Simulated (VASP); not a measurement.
# Be2Sb (Immm) in VASP: relaxation of cell and atoms with PBE

Aim: the relaxation of cell and atoms of Be2Sb with PBE.

Everything below comes from runs of VASP 6.6.1. Logs are shortened: lines on timing, memory, paths and dates and some standing lists are left out, and cuts for length are marked.

## Step 1: The cell of the first run

The structure is orthorhombic, space group Immm (No. 71). The conventional cell has a = 4.545 Å, b = 4.585 Å, c = 4.747 Å, α = 90.00°, β = 90.00°, γ = 90.00°. Be (site symmetry m2m) has 2 Be at 2.23 to 2.35 Å and 4 Sb at 2.56 to 2.62 Å within 3.0 Å. Sb (site symmetry mmm) has 8 Be at 2.56 to 2.62 Å within 3.4 Å.

## Step 2: Relaxation of cell and atoms, PBE

Input file INCAR:

```
SYSTEM = Be2Sb
PREC = Accurate
ENCUT = 600
EDIFF = 1E-6
ISMEAR = 0
SIGMA = 0.1
LREAL = .False.
LASPH = .True.
NELM = 100
ALGO = Fast
ISIF = 3
LWAVE = .False.
LCHARG = .False.
GGA = PE
IBRION = 2
NSW = 100
EDIFFG = -0.01
```

Input file KPOINTS:

```
Automatic mesh
0
Gamma
  14 14 14
  0 0 0
```

Input file POSCAR:

```
Be2Sb
1.0
   -2.2724020999      2.2927060613      2.3734674578
    2.2724020999     -2.2927060613      2.3734674578
    2.2724020999      2.2927060613     -2.3734674578
Be Sb
2 1
Direct
    0.2565433121      0.5000000000      0.7565433121
    0.7434566879      0.5000000000      0.2434566879
    0.0000000000      0.0000000000      0.0000000000
```

Potentials or basis: VASP PAW PBE potentials, release 64 (Be, Sb).

Run with:

```bash
$ cat potpaw_PBE.64/Be/POTCAR potpaw_PBE.64/Sb/POTCAR > POTCAR
$ mpirun -np 1 vasp_std > vasp.out
```

OUTCAR:

```text
SYSTEM = Be2Sb
   PREC = Accurate
   ENCUT = 600
   EDIFF = 1E-6
   ISMEAR = 0
   LREAL = .False.
   LASPH = .True.
   NELM = 100
   ISIF = 3
   GGA = PE
   IBRION = 2
   NSW = 100
   EDIFFG = -0.01

 ion  position               nearest neighbor table
   1  0.257  0.500  0.757-   2 2.23   2 2.35   3 2.56   3 2.56   3 2.62   3 2.62
   2  0.743  0.500  0.243-   1 2.23   1 2.35   3 2.56   3 2.56   3 2.62   3 2.62
   3  0.000  0.000  0.000-   1 2.56   2 2.56   1 2.56   2 2.56   1 2.62   2 2.62   2 2.62   1 2.62

  LATTYP: Found a body centered orthorhombic cell.
 ALAT       =     4.5448041998
 B/A-ratio  =     1.0089350214
 C/A-ratio  =     1.0444751208

  Lattice vectors:

 A1 = (  -2.2724020999,   2.2927060613,   2.3734674578)
 A2 = (   2.2724020999,  -2.2927060613,   2.3734674578)
 A3 = (   2.2724020999,   2.2927060613,  -2.3734674578)

Analysis of symmetry for initial positions (statically):
=====================================================================
 Subroutine PRICEL returns:
 Original cell was already a primitive cell.

 Routine SETGRP: Setting up the symmetry group for a
 body centered orthorhombic supercell.

 Subroutine GETGRP returns: Found  8 space group operations
 (whereof  8 operations were pure point group operations)
 out of a pool of  8 trial point group operations.

The static configuration has the point symmetry D_2h.

Analysis of symmetry for dynamics (positions and initial velocities):
=====================================================================
 Subroutine PRICEL returns:
 Original cell was already a primitive cell.

 Routine SETGRP: Setting up the symmetry group for a
 body centered orthorhombic supercell.

 Subroutine GETGRP returns: Found  8 space group operations
 (whereof  8 operations were pure point group operations)
 out of a pool of  8 trial point group operations.

The dynamic configuration has the point symmetry D_2h.

 Subroutine INISYM returns: Found  8 space group operations
 (whereof  8 operations are pure point group operations),
 and found     1 'primitive' translations

----------------------------------------------------------------------------------------

                                     Primitive cell

  volume of cell :      49.4626

  direct lattice vectors                    reciprocal lattice vectors
    -2.272402100  2.292706061  2.373467458     0.000000000  0.218082906  0.210662252
     2.272402100 -2.292706061  2.373467458     0.220031481  0.000000000  0.210662252
     2.272402100  2.292706061 -2.373467458     0.220031481  0.218082906  0.000000000

[... 103 lines left out ...]
   IMIX   =      4    mixing-type and parameters
     AMIX     =   0.40;   BMIX     =  1.00
     AMIX_MAG =   1.60;   BMIX_MAG =  1.00
  volume/ion in A,a.u.               =      16.49       111.26
  Fermi-wavevector in a.u.,A,eV,Ry     =   0.927677  1.753055 11.708961  0.860584
  Thomas-Fermi vector in A             =   2.053772
   LORBIT       =      0    0 simple, 1 ext, 2 COOP (PROOUT), +10 PAW based schemes
   GGA     = PE    functional components
   LHFCALC =     F    Hartree Fock is set to
   AEXX    =    0.0000 exact exchange contribution
   IVDW    =     0    specifies the selected vdW correction
   LEPSILON=     F    determine dielectric tensor
   LRPA    =     F    only Hartree local field effects (RPA)
 conjugate gradient relaxation of ions
 non-spin polarized calculation
 RMM-DIIS sequential band-by-band and
 Gauss-broadening in eV      SIGMA  =   0.10
  energy-cutoff  :      600.00
  volume of cell :       49.46
 maximum number of plane-waves:      1670
   NGX = 15   NGY = 15   NGZ = 15

--------------------------------------- Ionic step        1  -------------------------------------------

 number of electron       9.0000000 magnetization

 Free energy of the ion-electron system (eV)
  ---------------------------------------------------
  ext. energy  EPLUGINS =         0.00000000
  ---------------------------------------------------
  free energy    TOTEN  =       -10.18186098 eV

  energy without entropy =      -10.17702787  energy(sigma->0) =      -10.17944443

------------------------ aborting loop because EDIFF is reached ----------------------------------------

  FORCE on cell =-STRESS in cart. coord.  units (eV):
  Direction    XX          YY          ZZ          XY          YZ          ZX
  --------------------------------------------------------------------------------------
  -------------------------------------------------------------------------------------
  Total        0.4364262     -0.0613483     -0.1031733      0.0000000      0.0000000      0.0000000
  in kB       14.1365868     -1.9871751     -3.3419579      0.0000000      0.0000000      0.0000000
  external PRESSURE =       2.9358180 kB  Pullay stress =       0.0000000 kB
[... 246 lines left out ...]
--------------------------------------- Ionic step        8  -------------------------------------------

 number of electron       9.0000000 magnetization

 Free energy of the ion-electron system (eV)
  ---------------------------------------------------
  ext. energy  EPLUGINS =         0.00000000
  ---------------------------------------------------
  free energy    TOTEN  =       -10.18903800 eV

  energy without entropy =      -10.18390278  energy(sigma->0) =      -10.18647039

 E-fermi :   6.3894     XC(G=0):  -9.7326

 val. band max:        6.3869686037   @ k =  -0.2143   0.0714  -0.0000
 cond. band min:       6.3941027142   @ k =   0.4286   0.4286   0.0000
 fundamental gap:      0.0071341105
 Fermi energy:         6.3894138315

 k-point     1 :       0.0000    0.0000    0.0000
  band No.  band energies     occupation
      1      -5.4477      2.00000
      2       5.3828      2.00000
      3       5.3892      2.00000
      4       6.1441      1.99948
      5       7.3791      0.00000
      6       8.2366      0.00000
      7       8.9278      0.00000
      8       8.9364      0.00000
[... 243 lines left out ...]
 k-point    24 :       0.0714    0.1429    0.0000
  band No.  band energies     occupation
      1      -5.0549      2.00000
      2       3.1159      2.00000
      3       4.3689      2.00000
      4       5.7582      2.00000
      5       6.9915      0.00000
      6       8.7054      0.00000
      7       9.4083      0.00000
      8      10.4615      0.00000

 [... further k-points ...]

------------------------ aborting loop because EDIFF is reached ----------------------------------------

  FORCE on cell =-STRESS in cart. coord.  units (eV):
  Direction    XX          YY          ZZ          XY          YZ          ZX
  --------------------------------------------------------------------------------------
  -------------------------------------------------------------------------------------
  Total        0.0074658     -0.0098869     -0.0092652      0.0000000      0.0000000      0.0000000
  in kB        0.2415665     -0.3199036     -0.2997886      0.0000000      0.0000000      0.0000000
  external PRESSURE =      -0.1260419 kB  Pullay stress =       0.0000000 kB
[... 18 lines left out ...]
  FREE ENERGIE OF THE ION-ELECTRON SYSTEM (eV)
  ---------------------------------------------------
  free  energy   TOTEN  =       -10.1890379983 eV

  energy  without entropy=      -10.1839027766  energy(sigma->0) =      -10.18647039

 reached required accuracy - stopping structural energy minimisation
```

OSZICAR:

```text
N       E                     dE             d eps       ncg     rms          rms(c)
DAV:   1     0.186661470740E+02    0.18666E+02   -0.34366E+03  6848   0.916E+02
DAV:   2    -0.961752312349E+01   -0.28284E+02   -0.27604E+02  9728   0.119E+02
DAV:   3    -0.103407273527E+02   -0.72320E+00   -0.70273E+00  9512   0.215E+01
[... 51 lines left out ...]
       N       E                     dE             d eps       ncg     rms          rms(c)
DAV:   1    -0.101890767265E+02   -0.14130E-03   -0.60608E-03  9456   0.490E-01    0.388E-02
RMM:   2    -0.101890524242E+02    0.24302E-04   -0.14765E-04  6848   0.112E-01    0.218E-02
RMM:   3    -0.101890382910E+02    0.14133E-04   -0.34624E-05  6848   0.462E-02    0.384E-03
RMM:   4    -0.101890379983E+02    0.29271E-06   -0.34155E-06  5969   0.187E-02
   8 F= -.10189038E+02 E0= -.10186470E+02  d E =-.102877E-03
```

It took 11 min on 1 thread of Oxide Virtual Turin-like, shared host; peak memory 0.37 GiB.

Results:

```
Free energy                           : -10.1890 eV
Relaxed volume                        : 16.51 Å³/atom
Relaxed cell                          : a = 4.007 Å, b = 4.007 Å, c = 4.007 Å, α = 108.91°, β = 110.72°, γ = 108.79°
Space group after relaxing (to 0.1 Å) : I4/mmm (No. 139)
Energy gained by relaxing             : 2.4 meV/atom
Ionic steps                           : 8
Pressure after relaxing               : 0.0 GPa
Band gap on the k mesh                : zero (an odd number of electrons rules out a gap without spin polarisation)
```

Forces in eV/Å, atoms in the order of the input:
```
Be   0.000 -0.002  0.000
Be   0.000  0.002  0.000
Sb   0.000  0.000  0.000
```

The path:
```
step  energy change (eV)  largest force (eV/Å)  pressure (GPa)  volume (Å³)
   1              0.0000                0.0156            0.29        49.46
   2             -0.0023                0.0678           -0.08        49.68
   3             -0.0029                0.1147           -0.40        49.87
   4             -0.0049                0.0961           -0.20        49.69
   5             -0.0065                0.0532            0.20        49.35
   6             -0.0071                0.0100           -0.03        49.52
   7             -0.0071                0.0120           -0.03        49.52
   8             -0.0072                0.0023           -0.01        49.52
```

Final structure:
```yaml
crystal:
  lattice:
    - [-2.32943, 2.27778, 2.33307]
    - [2.32943, -2.27778, 2.33307]
    - [2.32943, 2.27778, -2.33307]
  atoms:
    - { symbol: Be, position: [0.25026, 0.50000, 0.75026] }
    - { symbol: Be, position: [0.74974, 0.50000, 0.24974] }
    - { symbol: Sb, position: [0.00000, 0.00000, 0.00000] }
```

Caveat: spin-orbit coupling is left out, which moves the levels of the heavy elements.
